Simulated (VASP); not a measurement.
Here is a VASP 6.6.1 calculation.

INCAR

```
SYSTEM = AlAs
  PREC = Accurate
  ENCUT = 500
  EDIFF = 1E-6
  ISMEAR = 0
  SIGMA = 0.01
  LREAL = .FALSE.
  LASPH = .TRUE.
  NELM = 120
  ALGO = Normal
  ISIF = 2
  LWAVE = .FALSE.
  LCHARG = .FALSE.
  GGA = PE
  NBANDS = 11
  GGA_COMPAT = .FALSE.
```

File KPOINTS:

```
Automatic mesh
0
G
  6 6 6
  0 0 0
```

POSCAR

```
AlAs
1.0
    0.0000000000      2.8352245204      2.8352245204
    2.8352245204      0.0000000000      2.8352245204
    2.8352245204      2.8352245204      0.0000000000
Al As
1 1
Direct
    0.0000000000      0.0000000000      0.0000000000
    0.2500000000      0.2500000000      0.2500000000
```

Potentials or basis: VASP PAW PBE potentials, release 64 (Al, As).

Launch:

```sh
$ cat potpaw_PBE.64/Al/POTCAR potpaw_PBE.64/As/POTCAR > POTCAR
$ mpirun -np 1 vasp_std > vasp.out
```

Question: Predict the pressure.

Answer: 2.4 GPa.

Question: Predict the band gap on the k mesh.

Answer: 1.44 eV, indirect (least direct gap 2.02 eV).

 A k mesh can miss the band edges.
